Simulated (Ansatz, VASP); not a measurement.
## One calculation of LiFeIr, two programs

File INCAR:

```
PREC = Accurate ; ENCUT = 520
EDIFF = 1E-7 ; ISMEAR = -1
SIGMA = 0.1 ; LREAL = False
LASPH = True ; NELM = 60
ALGO = Normal ; ISIF = 2
LWAVE = False ; LCHARG = False
GGA = PE ; NBANDS = 29
```

The input KPOINTS:

```
Automatic mesh
0
Gamma
  10 10 6
```

The input POSCAR:

```
LiFeIr
1.0
    3.5377710000      0.0000000000      0.0000000000
    0.0000000000      3.5377710000      0.0000000000
    0.0000000000      0.0000000000      5.9295550000
Ir Fe Li
2 2 2
Direct
    0.2500000000      0.2500000000      0.2362600000
    0.7500000000      0.7500000000      0.7637400000
    0.7500000000      0.2500000000      0.0000000000
    0.2500000000      0.7500000000      0.0000000000
    0.2500000000      0.2500000000      0.6550000000
    0.7500000000      0.7500000000      0.3450000000
```

Input for Ansatz:

```yaml
crystal:
  lattice:
    - [3.537771, 0.0, 0.0]
    - [0.0, 3.537771, 0.0]
    - [0.0, 0.0, 5.929555]
  atoms:
    - { symbol: Ir, position: [0.25, 0.25, 0.23626] }
    - { symbol: Ir, position: [0.75, 0.75, 0.76374] }
    - { symbol: Fe, position: [0.75, 0.25, 0.0] }
    - { symbol: Fe, position: [0.25, 0.75, 0.0] }
    - { symbol: Li, position: [0.25, 0.25, 0.655] }
    - { symbol: Li, position: [0.75, 0.75, 0.345] }
  symmetry: { tolerance: 0.0003 }
kpoints:
  mp_grid: { grid: [10, 10, 6], shift: [0, 0, 0] }
  band_path:
    path:
      - [0.0, 0.0, 0.0]
      - [0.0, 0.5, 0.0]
      - [0.5, 0.5, 0.0]
      - [0.0, 0.0, 0.0]
      - [0.0, 0.0, 0.5]
      - [0.0, 0.5, 0.5]
      - [0.5, 0.5, 0.5]
      - [0.0, 0.0, 0.5]
      - [0.0, 0.5, 0.0]
      - [0.0, 0.5, 0.5]
      - [0.5, 0.5, 0.0]
    npoints: 6
magnetization:
  spin_polarized: false
scf:
  occupations: { method: fermi_dirac }
  lower_state_search: "off"
  max_iter: 200
hamiltonian:
  pseudopotentials: { kind: paw }
  xc: pbe
basis:
  ecutwfc: 420
  fft_grid_basis: typed
output:
  forces: true
  stress: true
  eigenvalues: true
  bader: true
  populations: true
  elf: true
  write_potential: true
  volumetric_format: npy
  dos:
    e_range: [-12, 8]
    de: 0.05
    projected: { site_lists: { Fe: [Fe], Ir: [Ir], Li: [Li] } }
checkpoint:
  read: saved_state
```

Alike in both runs: task single point; functional PBE; k mesh 10 × 10 × 6; no spin polarisation.

|  | VASP | Ansatz |
| --- | --- | --- |
| version | VASP 6.6.1 | Ansatz 0.2.0 |
| potentials or method | VASP PAW PBE potentials, release 64 (Ir, Fe, Li_sv), cutoff 520 eV | PAW plane waves |
| occupations | fermi-dirac, width 0.1 eV | fermi-dirac |
| valence electrons in the cell | 40 | 72 |

|  | VASP | Ansatz | Ansatz less VASP |
| --- | --- | --- | --- |
| rms of the force components (eV/Å) | 1.560 | 1.590 | +0.0298 |

Atom by atom the forces differ by 0.030 eV/Å (rms over components). VASP's potentials hold 40 valence electrons a cell and Ansatz's 72, so a difference there can come from the potentials and not from the codes.

Spin-orbit coupling is off throughout. Noted on VASP's run: the cutoff is short for stress, so the pressure is rough.
